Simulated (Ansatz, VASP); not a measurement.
**ZnCu2SnS4: VASP beside Ansatz**

```
Zn Cu Sn S
1.0
    -2.71710    2.71710    5.42480
     2.71710   -2.71710    5.42480
     2.71710    2.71710   -5.42480
Zn Cu Sn S
1 2 1 4
Direct
  0.25000 0.75000 0.50000
  0.00000 0.00000 0.00000
  0.75000 0.25000 0.50000
  0.50000 0.50000 0.00000
  0.37057 0.89602 0.00727
  0.10398 0.11125 0.47455
  0.88875 0.36330 0.99273
  0.63670 0.62943 0.52545
```

Alike in both runs: functional PBE; k mesh 7 × 7 × 7; occupations fermi-dirac, width 0.02 eV; no spin polarisation.

Ansatz relaxed the structure, and its values are those at the end. VASP's run is a single point on that final structure, the one shown.

```csv
,VASP,Ansatz
version,VASP 6.6.1,Ansatz 0.2.0
potentials or method,"VASP PAW PBE potentials, release 64 (Zn, Cu, Sn_d, S)","plane-wave PAW, scalar-relativistic"
plane-wave cutoff (eV),600,420
valence electrons in the cell,72,88
```

```csv
,VASP,Ansatz,Ansatz less VASP
pressure (GPa),1.5,1.4,-0.10
rms of the force components (eV/Å),0.020,0.012,-0.0077
```

The functional is the same, so the differences come from potentials, cutoffs and numerics. VASP's potentials hold 72 valence electrons a cell and Ansatz's 88, so a difference there can come from the potentials and not from the codes. Ansatz's warnings: stress scf threshold loose.
